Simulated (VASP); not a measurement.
# Sb4P (I4/mmm) in VASP: a series of runs

The runs below take Sb4P through single point, with PBE.

Program: VASP 6.6.1. These are calculated values, not measurements. Logs are shortened: lines on timing, memory, paths and dates and some standing lists are left out, and cuts for length are marked.

### Step 1. The cell of the first run

Symmetry: I4/mmm, No. 139, tetragonal system. Conventional cell: a = 5.005 Å, b = 5.005 Å, c = 9.800 Å, α = 90.00°, β = 90.00°, γ = 90.00°. Within 3.1 Å of Sb (site symmetry 4mm) lie 1 P at 2.32 Å. Sb (site symmetry mmm) has 2 P at 2.50 Å within 3.3 Å. Within 3.1 Å of P (site symmetry 4/mmm) lie 6 Sb at 2.32 to 2.50 Å.

### Step 2. Single point, PBE

The input, INCAR:

```
PREC = Accurate ; ENCUT = 520
EDIFF = 1E-6 ; ISMEAR = 0
SIGMA = 0.1 ; LREAL = F
LASPH = T ; NELM = 80
ALGO = Normal ; ISIF = 2
LWAVE = F ; LCHARG = T
GGA = PE ; LELF = T
LVHAR = T ; NBANDS = 20
```

The input, KPOINTS:

```
Automatic mesh
0
Gamma
  6 6 6
```

The input, POSCAR:

```
Sb4P
1.0
   -2.5024379200      2.5024379200      4.8998349000
    2.5024379200     -2.5024379200      4.8998349000
    2.5024379200      2.5024379200     -4.8998349000
Sb P
4 1
Direct
    0.2370000000      0.2370000000      0.0000000000
    0.7630000000      0.7630000000      0.0000000000
    0.5000000000      0.0000000000      0.5000000000
    0.0000000000      0.5000000000      0.5000000000
    0.0000000000      0.0000000000      0.0000000000
```

Potentials or basis: VASP PAW PBE potentials, release 64 (Sb, P).

Command:

```console
> cat potpaw_PBE.64/Sb/POTCAR potpaw_PBE.64/P/POTCAR > POTCAR
> mpirun -np 1 vasp_std > vasp.out
```

OUTCAR:

```text
PREC = Accurate
   ENCUT = 520
   EDIFF = 1E-6
   ISMEAR = 0
   LREAL = F
   LASPH = T
   NELM = 80
   ISIF = 2
   GGA = PE

 ion  position               nearest neighbor table
   1  0.237  0.237  0.000-   5 2.32   4 3.41   3 3.41   4 3.41   3 3.41   2 3.55   2 3.55   2 3.55
                             2 3.55   4 3.59   3 3.59   3 3.59   4 3.59
   2  0.763  0.763  0.000-   5 2.32   4 3.41   3 3.41   3 3.41   4 3.41   1 3.55   1 3.55   1 3.55
                             1 3.55   4 3.59   3 3.59   3 3.59   4 3.59
   3  0.500  0.000  0.500-   5 2.50   5 2.50   1 3.41   1 3.41   2 3.41   2 3.41   4 3.54   4 3.54
                             4 3.54   4 3.54   2 3.59   1 3.59   1 3.59   2 3.59
   4  0.000  0.500  0.500-   5 2.50   5 2.50   1 3.41   1 3.41   2 3.41   2 3.41   3 3.54   3 3.54
                             3 3.54   3 3.54   1 3.59   2 3.59   1 3.59   2 3.59
   5  0.000  0.000  0.000-   1 2.32   2 2.32   3 2.50   4 2.50   4 2.50   3 2.50

  LATTYP: Found a body centered tetragonal cell.
 ALAT       =     5.0048758400
 C/A-ratio  =     1.9580245571

  Lattice vectors:

 A1 = (  -2.5024379200,   2.5024379200,   4.8998349000)
 A2 = (   2.5024379200,  -2.5024379200,   4.8998349000)
 A3 = (   2.5024379200,   2.5024379200,  -4.8998349000)

Analysis of symmetry for initial positions (statically):
=====================================================================
 Subroutine PRICEL returns:
 Original cell was already a primitive cell.

 Routine SETGRP: Setting up the symmetry group for a
 body centered tetragonal supercell.

 Subroutine GETGRP returns: Found 16 space group operations
 (whereof 16 operations were pure point group operations)
 out of a pool of 16 trial point group operations.

The static configuration has the point symmetry D_4h.

Analysis of symmetry for dynamics (positions and initial velocities):
=====================================================================
 Subroutine PRICEL returns:
 Original cell was already a primitive cell.

 Routine SETGRP: Setting up the symmetry group for a
 body centered tetragonal supercell.

 Subroutine GETGRP returns: Found 16 space group operations
 (whereof 16 operations were pure point group operations)
 out of a pool of 16 trial point group operations.

The dynamic configuration has the point symmetry D_4h.

 Subroutine INISYM returns: Found 16 space group operations
 (whereof 16 operations are pure point group operations),
 and found     1 'primitive' translations

----------------------------------------------------------------------------------------

                                     Primitive cell

  volume of cell :     122.7349

  direct lattice vectors                    reciprocal lattice vectors
    -2.502437920  2.502437920  4.899834900     0.000000000  0.199805156  0.102044255
     2.502437920 -2.502437920  4.899834900     0.199805156  0.000000000  0.102044255
     2.502437920  2.502437920 -4.899834900     0.199805156  0.199805156  0.000000000

  length of vectors
     6.044234702  6.044234702  6.044234702     0.224354921  0.224354921  0.282567162

  position of ions in fractional coordinates (direct lattice)
     0.237000000  0.237000000  0.000000000
     0.763000000  0.763000000  0.000000000
     0.500000000  0.000000000  0.500000000
     0.000000000  0.500000000  0.500000000
     0.000000000  0.000000000  0.000000000

  ion indices of the primitive-cell ions
   primitive index   ion index
                 1           1
                 2           2
                 3           3
                 4           4
                 5           5

----------------------------------------------------------------------------------------

 KPOINTS: Automatic mesh

Automatic generation of k-mesh.
 Grid dimensions read from file:
 generate k-points for:    6    6    6

 Generating k-lattice:

  Cartesian coordinates                     Fractional coordinates (reciprocal lattice)
     0.000000000  0.033300859  0.017007376     0.166666667  0.000000000  0.000000000
     0.033300859  0.000000000  0.017007376     0.000000000  0.166666667  0.000000000
     0.033300859  0.033300859  0.000000000     0.000000000  0.000000000  0.166666667

  Length of vectors
     0.037392487  0.037392487  0.047094527

  Shift w.r.t. Gamma in fractional coordinates (k-lattice)
     0.000000000  0.000000000  0.000000000

 Subroutine IBZKPT returns following result:
 ===========================================

 Found     30 irreducible k-points:

 Following reciprocal coordinates:
            Coordinates               Weight
  0.000000  0.000000  0.000000      1.000000
  0.166667  0.000000 -0.000000      8.000000
  0.333333  0.000000  0.000000      8.000000
  0.500000  0.000000  0.000000      4.000000
  0.166667  0.166667 -0.000000      8.000000
  0.333333  0.166667  0.000000     16.000000
[... 16 lines left out ...]
 -0.333333 -0.333333  0.166667      8.000000
 -0.166667 -0.333333  0.166667      8.000000
 [... further k-points ...]
   k-points           NKPTS =     30   k-points in BZ     NKDIM =     30   number of bands    NBANDS=     20
   number of dos      NEDOS =    301   number of ions     NIONS =      5
   total plane-waves  NPLWV = 110592
   dimension x,y,z NGX =    48 NGY =   48 NGZ =   48
   dimension x,y,z NGXF=    96 NGYF=   96 NGZF=   96
   ions per type =               4   1
   NGX,Y,Z   is equivalent  to a cutoff of  13.20, 13.20, 13.20 a.u.
   NGXF,Y,Z  is equivalent  to a cutoff of  26.40, 26.40, 26.40 a.u.
 SYSTEM =  unknown system
   PREC   = accura    normal or accurate (medium, high low for compatibility)
   ISTART =      0    job   : 0-new  1-cont  2-samecut
   ICHARG =      2    charge: 1-file 2-atom 10-const
   ISPIN  =      1    spin polarized calculation?
   LNONCOLLINEAR =      F non collinear calculations
   LSORBIT =      F    spin-orbit coupling
   LASPH  =      T    aspherical Exc in radial PAW
   ENCUT  =  520.0 eV  38.22 Ry    6.18 a.u.  11.24 11.24 11.24*2*pi/ulx,y,z
   NELM   =     80;   NELMIN=  2; NELMDL= -5     # of ELM steps
   EDIFF  = 0.1E-05   stopping-criterion for ELM
   LREAL  =      F    real-space projection
   EDIFFG = 0.1E-04   stopping-criterion for IOM
   NSW    =      0    number of steps for IOM
   IBRION =     -1    ionic relax: 0-MD 1-quasi-New 2-CG
   NFREE  =      0    steps in history (QN), initial steepest desc. (CG)
   ISIF   =      2    stress and relaxation
   ISYM   =      2    0-nonsym 1-usesym 2-fastsym
   POTIM  = 0.5000    time-step for ionic-motion
   TEBEG  =    0.0;   TEEND  =   0.0 temperature during run
   PSTRESS=    0.0 pullay stress
   NELECT =      25.0000    total number of electrons
   NUPDOWN=      -1.0000    fix difference up-down
   EMIN   =  10.00;   EMAX   =-10.00  energy-range for DOS
   EFERMI =   0.00;   METHOD = LEGACY
   ISMEAR =     0;   SIGMA  =   0.10  broadening in eV -4-tet -1-fermi 0-gaus
   EFERMI_NEDOS =   21; number of points for ismear=-14 and -15
   IALGO  =     38    algorithm
   IMIX   =      4    mixing-type and parameters
     AMIX     =   0.40;   BMIX     =  1.00
     AMIX_MAG =   1.60;   BMIX_MAG =  1.00
  volume/ion in A,a.u.               =      24.55       165.65
  Fermi-wavevector in a.u.,A,eV,Ry     =   0.963235  1.820250 12.623774  0.927821
  Thomas-Fermi vector in A             =   2.092763
   LORBIT       =      0    0 simple, 1 ext, 2 COOP (PROOUT), +10 PAW based schemes
   GGA     = PE    functional components
   LHFCALC =     F    Hartree Fock is set to
   AEXX    =    0.0000 exact exchange contribution
   IVDW    =     0    specifies the selected vdW correction
   LEPSILON=     F    determine dielectric tensor
   LRPA    =     F    only Hartree local field effects (RPA)
 non-spin polarized calculation
 Gauss-broadening in eV      SIGMA  =   0.10
  energy-cutoff  :      520.00
  volume of cell :      122.73
 maximum number of plane-waves:      3326
 NGX is ok and might be reduce to    48
   NGX = 23   NGY = 23   NGZ = 23

 number of electron      25.0000000 magnetization

 Free energy of the ion-electron system (eV)
  ---------------------------------------------------
  ext. energy  EPLUGINS =         0.00000000
  ---------------------------------------------------
  free energy    TOTEN  =       -17.79308676 eV

  energy without entropy =      -17.77290954  energy(sigma->0) =      -17.78299815

 E-fermi :   8.4602     XC(G=0): -10.2132

 val. band max:        8.4400850460   @ k =   0.5000   0.5000   0.5000
 cond. band min:       8.4935882669   @ k =  -0.3333   0.3333   0.1667
 fundamental gap:      0.0535032209
 Fermi energy:         8.4602208217

 k-point     1 :       0.0000    0.0000    0.0000
  band No.  band energies     occupation
      1      -6.4824      2.00000
      2      -1.1499      2.00000
      3      -0.1176      2.00000
      4       0.3148      2.00000
      5       1.1861      2.00000
      6       1.7327      2.00000
[... 12 lines left out ...]
     19      13.6584      0.00000
     20      15.2216      0.00000

 k-point     2 :       0.1667    0.0000   -0.0000
  band No.  band energies     occupation
      1      -6.3591      2.00000
      2      -1.4924      2.00000
      3      -0.5747      2.00000
      4       0.1150      2.00000
      5       0.7941      2.00000
      6       1.7618      2.00000
[... 12 lines left out ...]
     19      13.5014      0.00000
     20      14.5149      0.00000

 k-point     3 :       0.3333    0.0000    0.0000
  band No.  band energies     occupation
      1      -6.0604      2.00000
      2      -2.2631      2.00000
      3      -1.3407      2.00000
      4       0.1188      2.00000
      5       0.9401      2.00000
      6       1.8317      2.00000
[... 12 lines left out ...]
     19      14.1255      0.00000
     20      14.3873      0.00000

 k-point     4 :       0.5000    0.0000    0.0000
  band No.  band energies     occupation
      1      -5.8689      2.00000
      2      -2.7185      2.00000
      3      -1.5198      2.00000
      4       0.0554      2.00000
      5       1.0205      2.00000
      6       1.8735      2.00000
[... 12 lines left out ...]
     19      14.5440      0.00000
     20      14.6030      0.00000

 k-point     5 :       0.1667    0.1667   -0.0000
  band No.  band energies     occupation
      1      -6.2022      2.00000
      2      -1.8981      2.00000
      3      -0.7392      2.00000
      4      -0.3684      2.00000
      5       0.4366      2.00000
      6       3.1845      2.00000
[... 12 lines left out ...]
     19      13.7763      0.00000
     20      14.1190      0.00000

 k-point     6 :       0.3333    0.1667    0.0000
  band No.  band energies     occupation
      1      -5.9079      2.00000
      2      -2.3618      2.00000
      3      -1.4968      2.00000
      4      -0.5798      2.00000
      5       0.6175      2.00000
      6       3.4279      2.00000
[... 12 lines left out ...]
     19      13.4090      0.00000
     20      13.6827      0.00000

 k-point     7 :       0.5000    0.1667    0.0000
  band No.  band energies     occupation
      1      -5.7814      2.00000
      2      -2.5660      2.00000
      3      -1.6462      2.00000
      4      -0.5189      2.00000
      5       0.5261      2.00000
      6       3.5158      2.00000
[... 12 lines left out ...]
     19      14.2435      0.00000
     20      14.5932      0.00000
[... 277 lines left out ...]
 k-point    20 :       0.5000    0.5000    0.1667
  band No.  band energies     occupation
      1      -5.6150      2.00000
      2      -2.2408      2.00000
      3      -1.8582      2.00000
      4      -1.7282      2.00000
      5       1.0003      2.00000
      6       3.6865      2.00000
[... 12 lines left out ...]
     19      12.5992      0.00000
     20      12.9049      0.00000

 k-point    21 :      -0.3333    0.5000    0.1667
  band No.  band energies     occupation
      1      -5.7981      2.00000
      2      -2.5064      2.00000
      3      -1.9219      2.00000
      4      -0.7495      2.00000
      5       1.3447      2.00000
      6       3.3847      2.00000
[... 12 lines left out ...]
     19      12.9836      0.00000
     20      13.6777      0.00000

 k-point    22 :      -0.1667    0.5000    0.1667
  band No.  band energies     occupation
      1      -5.9297      2.00000
      2      -2.5669      2.00000
      3      -1.7578      2.00000
      4       0.1557      2.00000
      5       1.4912      2.00000
      6       1.7208      2.00000
[... 12 lines left out ...]
     19      13.3121      0.00000
     20      13.4593      0.00000

 k-point    23 :      -0.3333   -0.3333    0.1667
  band No.  band energies     occupation
      1      -6.0257      2.00000
      2      -2.5574      2.00000
      3      -0.8693      2.00000
      4      -0.8566      2.00000
      5       1.4383      2.00000
      6       3.0733      2.00000
[... 12 lines left out ...]
     19      12.8881      0.00000
     20      13.4095      0.00000

 k-point    24 :      -0.1667   -0.3333    0.1667
  band No.  band energies     occupation
      1      -6.2078      2.00000
      2      -2.2999      2.00000
      3      -0.7703      2.00000
      4       0.1562      2.00000
      5       1.4070      2.00000
      6       1.6022      2.00000
[... 12 lines left out ...]
     19      12.8487      0.00000
     20      13.3756      0.00000

 [... further k-points ...]

------------------------ aborting loop because EDIFF is reached ----------------------------------------

  FORCE on cell =-STRESS in cart. coord.  units (eV):
  Direction    XX          YY          ZZ          XY          YZ          ZX
  --------------------------------------------------------------------------------------
  -------------------------------------------------------------------------------------
  Total       10.1443655     10.1443655     13.8306426      0.0000000     -0.0000000      0.0000000
  in kB      132.4242155    132.4242155    180.5447555      0.0000000     -0.0000000      0.0000000
  external PRESSURE =     148.4643955 kB  Pullay stress =       0.0000000 kB

 VOLUME and BASIS-vectors are now :
 -----------------------------------------------------------------------------
  energy-cutoff  :      520.00
  volume of cell :      122.73
      direct lattice vectors                 reciprocal lattice vectors
    -2.502437920  2.502437920  4.899834900     0.000000000  0.199805156  0.102044255
     2.502437920 -2.502437920  4.899834900     0.199805156  0.000000000  0.102044255
     2.502437920  2.502437920 -4.899834900     0.199805156  0.199805156  0.000000000

 POSITION                                       TOTAL-FORCE (eV/Angst)
 -----------------------------------------------------------------------------------
      0.00000      0.00000      2.32252        -0.000000     -0.000000      4.028729
      0.00000      0.00000      7.47715        -0.000000     -0.000000     -4.028729
      0.00000      2.50244      0.00000         0.000000      0.000000     -0.000000
      2.50244      0.00000      0.00000         0.000000      0.000000     -0.000000
      0.00000      0.00000      0.00000         0.000000      0.000000     -0.000000
 -----------------------------------------------------------------------------------
    total drift:                                0.000000      0.000000      0.000000

  FREE ENERGIE OF THE ION-ELECTRON SYSTEM (eV)
  ---------------------------------------------------
  free  energy   TOTEN  =       -17.7930867554 eV

  energy  without entropy=      -17.7729095407  energy(sigma->0) =      -17.78299815
```

Run time: 42 s. Hardware: 1 thread of Intel Xeon 6975P-C (Granite Rapids), shared host; peak memory 0.33 GiB.

Results:

| Item | Value |
| --- | --- |
| Free energy | -17.7931 eV |
| Pressure | 14.8 GPa |
| Largest force | 4.029 eV/Å |

Forces in eV/Å, atoms in the order of the input:
```
Sb   0.000  0.000  4.029
Sb   0.000  0.000 -4.029
Sb   0.000  0.000  0.000
Sb   0.000  0.000  0.000
P    0.000  0.000  0.000
```

Stress tensor (GPa, compression positive):
```
13.24  0.00  0.00
 0.00 13.24  0.00
 0.00  0.00 18.05
```

Caveat: spin-orbit coupling is left out, which moves the levels of the heavy elements; forces of over 1 eV/Å act on the atoms, so gaps and moduli don't describe the material at rest.

### Step 3. Single point, PBE

This run uses another cell than the first one, of 26.83 Å³/atom, 1.093 times its volume.

The input, INCAR:

```
SYSTEM = Sb4P
PREC     = Accurate       ! precision mode
ENCUT    = 520            ! plane-wave cutoff, eV
EDIFF    = 1E-6           ! SCF threshold, eV
ISMEAR   = 0              ! smearing method
SIGMA    = 0.1            ! smearing width, eV
LREAL    = .False.        ! projectors in reciprocal space
LASPH    = .True.         ! aspherical terms in the spheres
NELM     = 60             ! most SCF steps
ALGO     = Normal         ! electronic algorithm
ISIF     = 2              ! what is computed and relaxed
LWAVE    = .False.        ! write WAVECAR
LCHARG   = .True.         ! write CHGCAR
GGA      = PE             ! functional
LELF     = .True.         ! ELF
LVHAR    = .True.       
NBANDS   = 20             ! bands
```

The input, KPOINTS:

```
Automatic mesh
0
Gamma
  6 6 6
  0 0 0
```

The input, POSCAR:

```
Sb4P
1.0
   -2.7510024401      2.7510024401      4.4313699906
    2.7510024401     -2.7510024401      4.4313699906
    2.7510024401      2.7510024401     -4.4313699906
Sb P
4 1
Direct
    0.3173159987      0.3173159987      0.0000000000
    0.6826840013      0.6826840013      0.0000000000
    0.5000000000      0.0000000000      0.5000000000
    0.0000000000      0.5000000000      0.5000000000
    0.0000000000      0.0000000000      0.0000000000
```

Potentials or basis: VASP PAW PBE potentials, release 64 (Sb, P).

Command:

```console
> cat potpaw_PBE.64/Sb/POTCAR potpaw_PBE.64/P/POTCAR > POTCAR
> mpirun -np 1 vasp_std > vasp.out
```

Run time: 47 s. Hardware: 1 thread of Intel Xeon 6975P-C (Granite Rapids), shared host; peak memory 0.32 GiB.

It converged, with:

```
Free energy : -20.8081 eV
Pressure    : 0.0 GPa
```

Forces in eV/Å, atoms in the order of the input:
```
Sb   0.000  0.000  0.003
Sb   0.000  0.000 -0.003
Sb   0.000  0.000  0.000
Sb   0.000  0.000  0.000
P    0.000  0.000  0.000
```

Levels at points of the mesh, in eV from the Fermi level:
| k point | band 10 | band 11 | band 12 | band 13 | band 14 | band 15 |
| --- | --- | --- | --- | --- | --- | --- |
| (0.00, 0.00, 0.00) | -2.71 | -2.03 | -2.03 | -1.81 | -1.67 | 2.47 |
| (0.50, 0.00, 0.00) | -1.45 | -0.86 | -0.49 | -0.23 | 0.98 | 1.05 |
| (0.50, 0.50, 0.00) | -0.99 | -0.79 | -0.15 | 0.12 | 0.56 | 0.69 |
| (0.50, 0.50, 0.50) | -2.05 | -0.98 | -0.07 | 0.46 | 0.53 | 0.53 |

Caveat: spin-orbit coupling is left out, which moves the levels of the heavy elements.
